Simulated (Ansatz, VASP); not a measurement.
One calculation of Te, two programs

```
CELL_PARAMETERS angstrom
4.26967 -2.43471 -0.02794
4.19853 2.30769 -0.09908
-0.18981 -0.05740 3.95931
ATOMIC_POSITIONS crystal
Te 0.67600 0.67600 0.67500
Te 0.32400 0.32400 0.32500
Te 0.00000 0.00000 0.00000
```

Change from the starting cell: equal xy, yz and zx shear strains of -3 %, crystal datasets.

Alike in both runs: task electric field gradients; functional PBE; k mesh 8 × 8 × 8; occupations fermi-dirac, width 0.05 eV; no spin polarisation.

```csv
,VASP,Ansatz
version,VASP 6.6.1,Ansatz 0.2.0
potentials or method,"VASP PAW PBE potentials, release 64 (Te), cutoff 520 eV","all-electron PAW with datasets made for the crystal, scalar-relativistic"
```

```csv
,VASP,Ansatz,Ansatz less VASP
pressure (GPa),9.5,9.6,+0.07
"traceless stress, the component that is largest in VASP (GPa)",2.33,2.33,+0.001
rms of the force components (eV/Å),0.261,0.259,-0.0020
size of Vzz on the site where it differs most (V/Å²),313.8,325.8,+11.95
```

Atom by atom the forces differ by 0.002 eV/Å (rms over components). Ansatz ran all-electron here, and VASP with PAW potentials.

Spin-orbit coupling is off throughout.
